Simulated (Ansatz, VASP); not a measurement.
# RbBr: VASP beside Ansatz

The input INCAR:

```
PREC = Accurate
ENCUT = 520
EDIFF = 1E-6
ISMEAR = 0
SIGMA = 0.05
LREAL = False
LASPH = True
NELM = 100
ALGO = Normal
ISIF = 2
LWAVE = False
LCHARG = True
GGA = PE
LELF = True
LVHAR = True
NBANDS = 15
```

The input KPOINTS:

```
Automatic mesh
0
Gamma
  6 6 6
```

File POSCAR:

```
RbBr
1.0
    4.0809516169      0.0000000000      0.0000000000
    0.0000000000      4.0809516169      0.0000000000
    0.0000000000      0.0000000000      4.1929021031
Rb Br
1 1
Direct
   -0.0925781756      0.0000000000      0.0000000000
    0.5990244918      0.5000000000      0.5000000000
```

Input for Ansatz:

```yaml
crystal:
  lattice:
    - [4.0809516169, 0.0, 0.0]
    - [0.0, 4.0809516169, 0.0]
    - [0.0, 0.0, 4.1929021031]
  atoms:
    - { symbol: Rb, position: [-0.0925781756, 0.0, 0.0] }
    - { symbol: Br, position: [0.5990244918, 0.5, 0.5] }
basis:
  ecutwfc: 420
kpoints:
  mp_grid: { grid: [6, 6, 6] }
hamiltonian:
  xc: pbe
  pseudopotentials: { kind: paw }
scf:
  occupations: { method: gaussian, width: 0.05 }
output:
  forces: true
  stress: true
  eigenvalues: true
```

Change from the starting cell: mode 4 frozen in at -0.415 Å, equal normal strain along x and y -0.0267.

Alike in both runs: task single point; functional PBE; k mesh 6 × 6 × 6; occupations gaussian, width 0.05 eV; no spin polarisation.

```csv
,VASP,Ansatz
version,VASP 6.6.1,Ansatz 0.2.0
potentials or method,"VASP PAW PBE potentials, release 64 (Rb_sv, Br), cutoff 520 eV","scalar-relativistic, plane waves, PAW"
valence electrons in the cell,16,16
```

```tsv
	VASP	Ansatz	Ansatz less VASP
gap on the k mesh at the Fermi level (eV)	4.07	4.07	+0.002
least direct gap on the mesh (eV)	4.25	4.25	+0.003
pressure (GPa)	3.8	3.8	-0.06
traceless stress, the component that is largest in VASP (GPa)	-1.32	-1.29	+0.026
rms of the force components (eV/Å)	0.399	0.394	-0.0048
```

Atom by atom the forces differ by 0.005 eV/Å (rms over components).
